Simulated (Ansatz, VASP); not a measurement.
# NaF: VASP beside Ansatz

```
CELL_PARAMETERS angstrom
0.00000 2.25114 2.25114
2.25114 0.00000 2.25114
2.25114 2.25114 0.00000
ATOMIC_POSITIONS crystal
Na 0.00000 0.00000 0.00000
F 0.50000 0.50000 0.50000
```

Alike in both runs: functional LDA; k mesh 8 × 8 × 8; occupations gaussian, width 0.02 eV; no spin polarisation.

Ansatz relaxed the structure, and its values are those at the end. VASP's run is a single point on that final structure, the one shown.

|  | VASP | Ansatz |
| --- | --- | --- |
| version | VASP 6.6.1 | Ansatz 0.2.0 |
| potentials or method | VASP PAW LDA potentials, release 64 (Na_pv, F), cutoff 600 eV | scalar-relativistic, plane waves, PAW |
| valence electrons in the cell | 14 | 16 |

|  | VASP | Ansatz | Ansatz less VASP |
| --- | --- | --- | --- |
| gap on the k mesh at the Fermi level (eV) | 6.44 | 6.46 | +0.018 |
| least direct gap on the mesh (eV) | 6.44 | 6.46 | +0.018 |
| pressure (GPa) | -0.1 | 0.0 | +0.13 |

Ansatz warns that its potentials were made for another functional, while VASP's fit it. LDA's correlation is that of Perdew and Zunger in VASP and of Perdew and Wang (1992) in Ansatz. VASP's potentials hold 14 valence electrons a cell and Ansatz's 16, so a difference there can come from the potentials and not from the codes.
